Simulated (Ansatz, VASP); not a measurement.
## Two plane-wave programs on NaI

File INCAR:

```
SYSTEM = NaI
ALGO = Normal
EDIFF = 1E-8
ENCUT = 520
GGA = PE
ISIF = 2
ISMEAR = -1
LASPH = .True.
LCHARG = .False.
LEFG = .True.
LREAL = .False.
LWAVE = .False.
NBANDS = 14
NELM = 100
PREC = Accurate
SIGMA = 0.02
```

KPOINTS

```
k-points
0
Gamma
  8 8 8
  0 0 0
```

Contents of POSCAR:

```
NaI
1.0
    0.0000000000      3.2146785402      3.2146785402
    3.2146785402      0.0000000000      3.2146785402
    3.2146785402      3.2146785402      0.0000000000
Na I
1 1
Direct
    0.0000000000      0.0000000000      0.0000000000
    0.5000000000      0.5000000000      0.5000000000
```

Input for Ansatz:

```yaml
crystal:
  lattice:
    - [0.0, 3.2146785402, 3.2146785402]
    - [3.2146785402, 0.0, 3.2146785402]
    - [3.2146785402, 3.2146785402, 0.0]
  atoms:
    - { symbol: Na, position: [0.0, 0.0, 0.0] }
    - { symbol: I, position: [0.5, 0.5, 0.5] }
kpoints:
  mp_grid: { grid: [8, 8, 8] }
scf:
  occupations: { method: fermi_dirac, width: 0.02 }
hamiltonian:
  xc: pbe
  pseudopotentials: { kind: paw }
output:
  forces: true
  stress: true
  eigenvalues: true
  efg: { contact_densities: true }
```

Change from the starting cell: volume scaled by 0.98, PAW files.

Alike in both runs: task electric field gradients; functional PBE; k mesh 8 × 8 × 8; occupations fermi-dirac, width 0.02 eV; no spin polarisation.

```csv
,VASP,Ansatz
version,VASP 6.6.1,Ansatz 0.2.0
potentials or method,"VASP PAW PBE potentials, release 64 (Na_pv, I)","PAW with Ansatz's default frozen-core files, scalar-relativistic"
plane-wave cutoff (eV),520,420
valence electrons in the cell,14,26
```

```csv
,VASP,Ansatz,Ansatz less VASP
gap on the k mesh at the Fermi level (eV),3.70,3.70,+0.004
pressure (GPa),0.8,0.8,-0.02
```

The functional is the same, so the differences come from potentials, cutoffs and numerics. VASP's potentials hold 14 valence electrons a cell and Ansatz's 26, so a difference there can come from the potentials and not from the codes.

Neither program's run includes spin-orbit coupling.
